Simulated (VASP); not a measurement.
Crystal: MnSb.

```xyz
2
Lattice="0.0000 2.7950 2.7950 2.7950 0.0000 2.7950 2.7950 2.7950 0.0000" Properties=species:S:1:pos:R:3 pbc="T T T"
Mn    0.0000    0.0000    0.0000
Sb    2.7950    2.7950    2.7950
```

Base run:

```yaml
Program: VASP 6.6.1
Functional: r2SCAN
Potentials_or_basis: VASP PAW PBE potentials, release 64 (Mn_pv, Sb)
Cutoff: 520 eV
k_mesh: 14 × 14 × 14
Occupations: gaussian, width 0.1 eV
Spin: no spin polarisation
```

Its results: band gap on the k mesh zero (filled and empty bands touch); pressure -15.7 GPa.

Question: The run is repeated on the same cell with these changes: spin from no spin polarisation to collinear spin, ferromagnetic start; further incar settings from ALGO = Normal; EDIFF = 1e-07; NBANDS = 16 to ALGO = Normal; EDIFF = 1e-07; NBANDS = 20. What comes out?

Answer: Band gap on the k mesh zero (filled and empty bands overlap); pressure 1.7 GPa; net moment 4.02 μB per cell; site moments Mn +4.07; Sb -0.18 μB.

Caveats: the PAW data sets were made with another functional, which shifts forces and pressure a little; spin-orbit coupling is left out, which moves the levels of the heavy elements; the cell stands under tension (at least some runs); a cell with one magnetic atom can't hold antiferromagnetic order, which such compounds often take (at least some runs).
